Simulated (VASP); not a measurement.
# Be (P6_3/mmc) in VASP: further runs

Runs on Be. Level: r2SCAN. Tasks: single point.

Program: VASP 6.6.1. These are calculated values, not measurements. Logs are shortened: lines on timing, memory, paths and dates and some standing lists are left out, and cuts for length are marked.

### Step 1. The cell of the first run

The structure is hexagonal, space group P6_3/mmc (No. 194). Conventional cell: a = 2.239 Å, b = 2.239 Å, c = 3.511 Å, α = 90.00°, β = 90.00°, γ = 120.00°. Within 2.9 Å of Be (site symmetry -6m2) lie 12 Be at 2.18 to 2.24 Å.

### Step 2. Single point, r2SCAN

The input, POSCAR:

```
Be
1.0
    2.2386481342      0.0000000000      0.0000000000
   -1.1193240671      1.9387261544      0.0000000000
    0.0000000000      0.0000000000      3.5110325309
Be
2
Direct
    0.6666666667      0.3333333333      0.7500000000
    0.3333333333      0.6666666667      0.2500000000
```

The input, INCAR.step1:

```
SYSTEM = Be
PREC     = Accurate       ! precision mode
ENCUT    = 520            ! plane-wave cutoff, eV
ISMEAR   = -1             ! smearing method
SIGMA    = 0.05           ! smearing width, eV
LREAL    = .FALSE.        ! projectors in reciprocal space
LASPH    = .TRUE.         ! aspherical terms in the spheres
NELM     = 100            ! most SCF steps
NBANDS   = 9              ! bands
GGA      = PE             ! functional
ALGO     = Normal         ! electronic algorithm
EDIFF    = 1E-4           ! SCF threshold, eV
LWAVE    = .TRUE.         ! write WAVECAR
LCHARG   = .FALSE.        ! write CHGCAR
```

The input, INCAR.step2:

```
SYSTEM = Be
PREC     = Accurate       ! precision mode
ENCUT    = 520            ! plane-wave cutoff, eV
EDIFF    = 1E-6           ! SCF threshold, eV
ISMEAR   = -1             ! smearing method
SIGMA    = 0.05           ! smearing width, eV
LREAL    = .FALSE.        ! projectors in reciprocal space
LASPH    = .TRUE.         ! aspherical terms in the spheres
NELM     = 100            ! most SCF steps
ALGO     = Normal         ! electronic algorithm
ISIF     = 2              ! what is computed and relaxed
LWAVE    = .FALSE.        ! write WAVECAR
LCHARG   = .TRUE.         ! write CHGCAR
METAGGA  = R2SCAN         ! meta-GGA
LMIXTAU  = .TRUE.       
LELF     = .TRUE.         ! ELF
LVHAR    = .TRUE.       
NBANDS   = 9              ! bands
ISTART   = 1
```

The input, KPOINTS:

```
regular mesh
0
G
  13 13 8
  0 0 0
```

Potentials or basis: VASP PAW PBE potentials, release 64 (Be).

Run with:

```
$ cat potpaw_PBE.64/Be/POTCAR > POTCAR
$ cp INCAR.step1 INCAR
$ mpirun -np 1 vasp_std > vasp.out
$ cp INCAR.step2 INCAR
$ mpirun -np 1 vasp_std > vasp.out
```

OUTCAR:

```text
SYSTEM = Be
   PREC = Accurate
   ENCUT = 520
   EDIFF = 1E-6
   ISMEAR = -1
   LREAL = .FALSE.
   LASPH = .TRUE.
   NELM = 100
   ISIF = 2
   METAGGA = R2SCAN
   ISTART = 1

 ion  position               nearest neighbor table
   1  0.667  0.333  0.750-   2 2.18   2 2.18   2 2.18   2 2.18   2 2.18   2 2.18
   2  0.333  0.667  0.250-   1 2.18   1 2.18   1 2.18   1 2.18   1 2.18   1 2.18

  LATTYP: Found a hexagonal cell.
 ALAT       =     2.2386481342
 C/A-ratio  =     1.5683717674

  Lattice vectors:

 A1 = (   2.2386481342,   0.0000000000,   0.0000000000)
 A2 = (  -1.1193240671,   1.9387261544,   0.0000000000)
 A3 = (   0.0000000000,   0.0000000000,   3.5110325309)

Analysis of symmetry for initial positions (statically):
=====================================================================
 Subroutine PRICEL returns:
 Original cell was already a primitive cell.

 Routine SETGRP: Setting up the symmetry group for a
 hexagonal supercell.

 Subroutine GETGRP returns: Found 24 space group operations
 (whereof 12 operations were pure point group operations)
 out of a pool of 24 trial point group operations.

The static configuration has the point symmetry D_3d.
 The point group associated with its full space group is D_6h.

Analysis of symmetry for dynamics (positions and initial velocities):
=====================================================================
 Subroutine PRICEL returns:
 Original cell was already a primitive cell.

 Routine SETGRP: Setting up the symmetry group for a
 hexagonal supercell.

 Subroutine GETGRP returns: Found 24 space group operations
 (whereof 12 operations were pure point group operations)
 out of a pool of 24 trial point group operations.

The dynamic configuration has the point symmetry D_3d.
 The point group associated with its full space group is D_6h.

 Subroutine INISYM returns: Found 24 space group operations
 (whereof 12 operations are pure point group operations),
 and found     1 'primitive' translations

----------------------------------------------------------------------------------------

                                     Primitive cell

  volume of cell :      15.2383

  direct lattice vectors                    reciprocal lattice vectors
     2.238648134  0.000000000  0.000000000     0.446698159  0.257901302  0.000000000
    -1.119324067  1.938726154  0.000000000     0.000000000  0.515802605  0.000000000
     0.000000000  0.000000000  3.511032531     0.000000000  0.000000000  0.284816501
[... 83 lines left out ...]
   NELM   =    100;   NELMIN=  2; NELMDL=  0     # of ELM steps
   EDIFF  = 0.1E-05   stopping-criterion for ELM
   LREAL  =      F    real-space projection
   EDIFFG = 0.1E-04   stopping-criterion for IOM
   NSW    =      0    number of steps for IOM
   IBRION =     -1    ionic relax: 0-MD 1-quasi-New 2-CG
   NFREE  =      0    steps in history (QN), initial steepest desc. (CG)
   ISIF   =      2    stress and relaxation
   ISYM   =      2    0-nonsym 1-usesym 2-fastsym
   POTIM  = 0.5000    time-step for ionic-motion
   TEBEG  =    0.0;   TEEND  =   0.0 temperature during run
   PSTRESS=    0.0 pullay stress
   NELECT =       4.0000    total number of electrons
   NUPDOWN=      -1.0000    fix difference up-down
   EMIN   =  10.00;   EMAX   =-10.00  energy-range for DOS
   EFERMI =   0.00;   METHOD = LEGACY
   ISMEAR =    -1;   SIGMA  =   0.05  broadening in eV -4-tet -1-fermi 0-gaus
   EFERMI_NEDOS =   21; number of points for ismear=-14 and -15
   IALGO  =     38    algorithm
   IMIX   =      4    mixing-type and parameters
     AMIX     =   0.40;   BMIX     =  1.00
     AMIX_MAG =   1.60;   BMIX_MAG =  1.00
  volume/ion in A,a.u.               =       7.62        51.42
  Fermi-wavevector in a.u.,A,eV,Ry     =   1.048212  1.980833 14.949378  1.098748
  Thomas-Fermi vector in A             =   2.183124
   LORBIT       =      0    0 simple, 1 ext, 2 COOP (PROOUT), +10 PAW based schemes
   METAGGA = R2SCAN    functional components
   LHFCALC =     F    Hartree Fock is set to
   AEXX    =    0.0000 exact exchange contribution
   IVDW    =     0    specifies the selected vdW correction
   LEPSILON=     F    determine dielectric tensor
   LRPA    =     F    only Hartree local field effects (RPA)
 non-spin polarized calculation
  energy-cutoff  :      520.00
  volume of cell :       15.24
 maximum number of plane-waves:       424
 NGX is ok and might be reduce to    18
   NGX =  9   NGY =  9   NGZ = 13

 number of electron       4.0000000 magnetization

 Free energy of the ion-electron system (eV)
  ---------------------------------------------------
  ext. energy  EPLUGINS =         0.00000000
  ---------------------------------------------------
  free energy    TOTEN  =        -8.66865811 eV

  energy without entropy =       -8.66778675  energy(sigma->0) =       -8.66822243

 E-fermi :   7.2404     XC(G=0): -11.3902

 val. band max:        7.1481330407   @ k =   0.2308   0.1538   0.0000
 cond. band min:       7.3400762233   @ k =   0.3077   0.1538   0.0000
 fundamental gap:      0.1919431826
 Fermi energy:         7.2403815008

 k-point     1 :       0.0000    0.0000    0.0000
  band No.  band energies     occupation
      1      -5.0203      2.00000
      2       2.5852      2.00000
      3       8.6963      0.00000
      4      25.1678      0.00000
      5      25.1678      0.00000
      6      28.2973      0.00000
      7      28.2973      0.00000
      8      30.8685      0.00000
      9      36.4859      0.00000
[... 265 lines left out ...]
 k-point    24 :       0.1538    0.0000    0.1250
  band No.  band energies     occupation
      1      -4.1266      2.00000
      2       2.6526      2.00000
      3      10.1267      0.00000
      4      20.4842      0.00000
      5      22.4015      0.00000
      6      27.4595      0.00000
      7      28.2929      0.00000
      8      28.5927      0.00000
      9      31.2243      0.00000

 [... further k-points ...]
[... 5 lines left out ...]
  --------------------------------------------------------------------------------------
  -------------------------------------------------------------------------------------
  Total        0.4802222      0.4802222      0.5417482      0.0000000      0.0000000      0.0000000
  in kB       50.4911948     50.4911948     56.9601191      0.0000000      0.0000000      0.0000000
  external PRESSURE =      52.6475029 kB  Pullay stress =       0.0000000 kB

 VOLUME and BASIS-vectors are now :
 -----------------------------------------------------------------------------
  energy-cutoff  :      520.00
  volume of cell :       15.24
      direct lattice vectors                 reciprocal lattice vectors
     2.238648134  0.000000000  0.000000000     0.446698159  0.257901302  0.000000000
    -1.119324067  1.938726154  0.000000000     0.000000000  0.515802605  0.000000000
     0.000000000  0.000000000  3.511032531     0.000000000  0.000000000  0.284816501

 POSITION                                       TOTAL-FORCE (eV/Angst)
 -----------------------------------------------------------------------------------
      1.11932      0.64624      2.63327        -0.000000      0.000000      0.000000
     -0.00000      1.29248      0.87776         0.000000     -0.000000      0.000000
 -----------------------------------------------------------------------------------
    total drift:                                0.000000     -0.000000      0.000000

  FREE ENERGIE OF THE ION-ELECTRON SYSTEM (eV)
  ---------------------------------------------------
  free  energy   TOTEN  =        -8.6686581091 eV

  energy  without entropy=       -8.6677867550  energy(sigma->0) =       -8.66822243
```

OSZICAR.step1:

```text
N       E                     dE             d eps       ncg     rms          rms(c)
DAV:   1    -0.290728860766E+01   -0.29073E+01   -0.17456E+03  1914   0.363E+02
DAV:   2    -0.754248803962E+01   -0.46352E+01   -0.44592E+01  2942   0.528E+01
DAV:   3    -0.759349612399E+01   -0.51008E-01   -0.50809E-01  2147   0.368E+00
DAV:   4    -0.759357178061E+01   -0.75657E-04   -0.75654E-04  2347   0.147E-01
DAV:   5    -0.759357181977E+01   -0.39156E-07   -0.40011E-07  2144   0.345E-03    0.126E+00
DAV:   6    -0.754193219968E+01    0.51640E-01   -0.71957E-03  2038   0.866E-01    0.775E-01
DAV:   7    -0.752196462232E+01    0.19968E-01   -0.76090E-03  2099   0.894E-01    0.307E-02
DAV:   8    -0.752194177280E+01    0.22850E-04   -0.15446E-05  1817   0.325E-02
   1 F= -.75219418E+01 E0= -.75214474E+01  d E =-.988675E-03
```

It took 64 s on 1 thread of Intel Xeon 8259CL, shared host; peak memory 0.13 GiB.

Results:

| Property | Result |
| --- | --- |
| Free energy | -8.6687 eV |
| Pressure | 5.3 GPa |
| Band gap on the k mesh | zero (bands 2 and 3 overlap by 1.78 eV) |

Stress tensor (GPa, compression positive):
```
5.05 0.00 0.00
0.00 5.05 0.00
0.00 0.00 5.70
```

Caveat: the cell stands under pressure; the PAW data sets were made with another functional, which shifts forces and pressure a little.

### Step 3. Single point, r2SCAN

This run uses another cell than the first one, of 7.78 Å³/atom.

The input, POSCAR:

```
Be
1.0
    2.2544137814      0.0000000000      0.0000000000
   -1.1272068907      1.9523796054      0.0000000000
    0.0000000000      0.0000000000      3.5357589267
Be
2
Direct
    0.6666666667      0.3333333333      0.7500000000
    0.3333333333      0.6666666667      0.2500000000
```

The input, INCAR.step1:

```
ALGO = Normal ; EDIFF = 1E-4
ENCUT = 520 ; GGA = PE
ISMEAR = -1 ; LASPH = T
LCHARG = F ; LREAL = F
LWAVE = T ; NBANDS = 9
NELM = 60 ; PREC = Accurate
SIGMA = 0.05
```

The input, INCAR.step2:

```
ALGO = Normal ; EDIFF = 1E-6
ENCUT = 520 ; ISIF = 2
ISMEAR = -1 ; ISTART = 1
LASPH = T ; LCHARG = F
LMIXTAU = T ; LREAL = F
LWAVE = F ; METAGGA = R2SCAN
NBANDS = 9 ; NELM = 60
PREC = Accurate ; SIGMA = 0.05
```

The input, KPOINTS:

```
k-points
0
Gamma
  13 13 8
```

Potentials or basis: VASP PAW PBE potentials, release 64 (Be).

Run with:

```
$ cat potpaw_PBE.64/Be/POTCAR > POTCAR
$ cp INCAR.step1 INCAR
$ mpirun -np 1 vasp_std > vasp.out
$ cp INCAR.step2 INCAR
$ mpirun -np 1 vasp_std > vasp.out
```

It took 62 s on 1 thread of Intel Xeon 8259CL, shared host; peak memory 0.13 GiB.

The run converged. Its results:

```
Free energy            : -8.6764 eV
Pressure               : 2.4 GPa
Band gap on the k mesh : zero (bands 2 and 3 overlap by 1.76 eV)
```

Stress tensor (GPa, compression positive):
```
2.30 0.00 0.00
0.00 2.30 0.00
0.00 0.00 2.54
```

Levels at points of the mesh, in eV from the Fermi level:
| k point | band 1 | band 2 | band 3 | band 4 | band 5 | band 6 |
| --- | --- | --- | --- | --- | --- | --- |
| (0.00, 0.00, 0.00) | -12.15 | -4.59 | 1.37 | 17.64 | 17.64 | 20.73 |
| (0.00, 0.00, 0.50) | -9.78 | -9.78 | 11.86 | 11.86 | 19.49 | 19.49 |

Caveat: the PAW data sets were made with another functional, which shifts forces and pressure a little.

### Step 4. Single point, r2SCAN

This run uses another cell than the first one, of 7.94 Å³/atom.

The input, POSCAR:

```
Be
1.0
    2.2699619540      0.0000000000      0.0000000000
   -1.1349809770      1.9658447178      0.0000000000
    0.0000000000      0.0000000000      3.5601442416
Be
2
Direct
    0.6666666667      0.3333333333      0.7500000000
    0.3333333333      0.6666666667      0.2500000000
```

The input, INCAR.step1:

```
SYSTEM = Be
  ALGO = Normal
  EDIFF = 1E-4
  ENCUT = 520
  GGA = PE
  ISMEAR = -1
  LASPH = .TRUE.
  LCHARG = .FALSE.
  LREAL = .FALSE.
  LWAVE = .TRUE.
  NBANDS = 9
  NELM = 80
  PREC = Accurate
  SIGMA = 0.05
```

The input, INCAR.step2:

```
SYSTEM = Be
  ALGO = Normal
  EDIFF = 1E-6
  ENCUT = 520
  ISIF = 2
  ISMEAR = -1
  ISTART = 1
  LASPH = .TRUE.
  LCHARG = .FALSE.
  LMIXTAU = .TRUE.
  LREAL = .FALSE.
  LWAVE = .FALSE.
  METAGGA = R2SCAN
  NBANDS = 9
  NELM = 80
  PREC = Accurate
  SIGMA = 0.05
```

The input, KPOINTS:

```
k-points
0
G
  13 13 8
  0 0 0
```

Run with:

```
$ cat potpaw_PBE.64/Be/POTCAR > POTCAR
$ cp INCAR.step1 INCAR
$ mpirun -np 1 vasp_std > vasp.out
$ cp INCAR.step2 INCAR
$ mpirun -np 1 vasp_std > vasp.out
```

Wall time 64 s (1 thread of Intel Xeon 8259CL, shared host); peak memory 0.13 GiB.

Results (log left out):

```
Free energy            : -8.6785 eV
Pressure               : -0.3 GPa
Band gap on the k mesh : zero (bands 2 and 3 overlap by 1.75 eV)
```

Stress tensor (GPa, compression positive):
```
-0.21  0.00  0.00
 0.00 -0.21  0.00
 0.00  0.00 -0.35
```

Levels at points of the mesh, in eV from the Fermi level:
```tsv
k point	band 1	band 2	band 3	band 4	band 5
(0.00, 0.00, 0.00)	-12.04	-4.52	1.29	17.36	17.36
(0.00, 0.00, 0.50)	-9.69	-9.69	11.67	11.67	19.18
```

Caveat: the PAW data sets were made with another functional, which shifts forces and pressure a little.

### Step 5. Single point, r2SCAN

This run uses another cell than the first one, of 8.11 Å³/atom.

The input, POSCAR:

```
Be
1.0
    2.2853000000      0.0000000000      0.0000000000
   -1.1426500000      1.9791278553      0.0000000000
    0.0000000000      0.0000000000      3.5842000000
Be
2
Direct
    0.6666666667      0.3333333333      0.7500000000
    0.3333333333      0.6666666667      0.2500000000
```

The input, INCAR.step1:

```
  ALGO = Normal
  EDIFF = 1E-4
  ENCUT = 520
  GGA = PE
  ISMEAR = -1
  LASPH = T
  LCHARG = F
  LREAL = F
  LWAVE = T
  NBANDS = 9
  NELM = 100
  PREC = Accurate
  SIGMA = 0.05
```

The input, INCAR.step2:

```
  ALGO = Normal
  EDIFF = 1E-6
  ENCUT = 520
  ISIF = 2
  ISMEAR = -1
  ISTART = 1
  LASPH = T
  LCHARG = T
  LELF = T
  LMIXTAU = T
  LREAL = F
  LVHAR = T
  LWAVE = F
  METAGGA = R2SCAN
  NBANDS = 9
  NELM = 100
  PREC = Accurate
  SIGMA = 0.05
```

The input, KPOINTS:

```
k-points
0
Gamma
  13 13 8
```

Run with:

```
$ cat potpaw_PBE.64/Be/POTCAR > POTCAR
$ cp INCAR.step1 INCAR
$ mpirun -np 1 vasp_std > vasp.out
$ cp INCAR.step2 INCAR
$ mpirun -np 1 vasp_std > vasp.out
```

Run time: 62 s. Hardware: 1 thread of Intel Xeon 8259CL, shared host; peak memory 0.13 GiB.

The run converged. Its results:

* Free energy: -8.6754 eV
* Pressure: -2.7 GPa
* Band gap on the k mesh: zero (bands 2 and 3 overlap by 1.74 eV)

Stress tensor (GPa, compression positive):
```
-2.51  0.00  0.00
 0.00 -2.51  0.00
 0.00  0.00 -3.00
```

Levels at points of the mesh, in eV from the Fermi level:
```tsv
k point	band 1	band 2	band 3	band 4	band 5
(0.00, 0.00, 0.00)	-11.93	-4.45	1.22	17.10	17.10
(0.00, 0.00, 0.50)	-9.60	-9.60	11.49	11.49	18.88
```

Caveat: the PAW data sets were made with another functional, which shifts forces and pressure a little.

### Step 6. Single point, r2SCAN

This run uses another cell than the first one, of 8.27 Å³/atom.

The input, POSCAR:

```
Be
1.0
    2.3004348782      0.0000000000      0.0000000000
   -1.1502174391      1.9922350443      0.0000000000
    0.0000000000      0.0000000000      3.6079371156
Be
2
Direct
    0.6666666667      0.3333333333      0.7500000000
    0.3333333333      0.6666666667      0.2500000000
```

The input, INCAR.step1:

```
ALGO = Normal ; EDIFF = 1E-4
ENCUT = 520 ; GGA = PE
ISMEAR = -1 ; LASPH = T
LCHARG = F ; LREAL = F
LWAVE = T ; NBANDS = 9
NELM = 100 ; PREC = Accurate
SIGMA = 0.05
```

The input, INCAR.step2:

```
ALGO = Normal ; EDIFF = 1E-7
ENCUT = 520 ; ISIF = 2
ISMEAR = -1 ; ISTART = 1
LASPH = T ; LCHARG = F
LMIXTAU = T ; LREAL = F
LWAVE = F ; METAGGA = R2SCAN
NBANDS = 9 ; NELM = 100
PREC = Accurate ; SIGMA = 0.05
```

KPOINTS is that of step 5.

Potentials or basis: VASP PAW PBE potentials, release 64 (Be).

Run with:

```
$ cat potpaw_PBE.64/Be/POTCAR > POTCAR
$ cp INCAR.step1 INCAR
$ mpirun -np 1 vasp_std > vasp.out
$ cp INCAR.step2 INCAR
$ mpirun -np 1 vasp_std > vasp.out
```

Wall time 81 s (1 thread of Intel Xeon 8259CL, shared host); peak memory 0.13 GiB.

Results (log left out):

| Quantity | Value |
| --- | --- |
| Free energy | -8.6677 eV |
| Pressure | -4.9 GPa |
| Band gap on the k mesh | zero (bands 2 and 3 overlap by 1.73 eV) |

Stress tensor (GPa, compression positive):
```
-4.63  0.00  0.00
 0.00 -4.63  0.00
 0.00  0.00 -5.44
```

Levels at points of the mesh, in eV from the Fermi level:
```
           k point  band 1  band 2  band 3  band 4  band 5  band 6
(0.00, 0.00, 0.00)  -11.82   -4.39    1.14   16.84   16.84   19.80
(0.00, 0.00, 0.50)   -9.51   -9.51   11.32   11.32   18.59   18.59
```

Caveat: the cell stands under tension; the PAW data sets were made with another functional, which shifts forces and pressure a little.

### Step 7. Overview

| cell | gap on the mesh (eV) | pressure (GPa) |
| --- | --- | --- |
| a = 2.239, b = 2.239, c = 3.511 Å, angles 90.0, 90.0, 120.0°, 2 atoms | none | 5.3 |
| a = 2.254, b = 2.254, c = 3.536 Å, angles 90.0, 90.0, 120.0°, 2 atoms | none | 2.4 |
| a = 2.270, b = 2.270, c = 3.560 Å, angles 90.0, 90.0, 120.0°, 2 atoms | none | -0.3 |
| a = 2.285, b = 2.285, c = 3.584 Å, angles 90.0, 90.0, 120.0°, 2 atoms | none | -2.7 |
| a = 2.300, b = 2.300, c = 3.608 Å, angles 90.0, 90.0, 120.0°, 2 atoms | none | -4.9 |

Alike in all rows: task single point; level r2SCAN; potentials or basis VASP PAW PBE potentials, release 64 (Be); no spin polarisation; k mesh 13 × 13 × 8; cutoff (eV) 520; smearing fermi-dirac 0.05 eV.

Caveats: the PAW data sets were made with another functional, which shifts forces and pressure a little; the cell stands under pressure (at least some runs); the cell stands under tension (at least some runs).

Absolute energies hang on the potentials; compare differences alone.
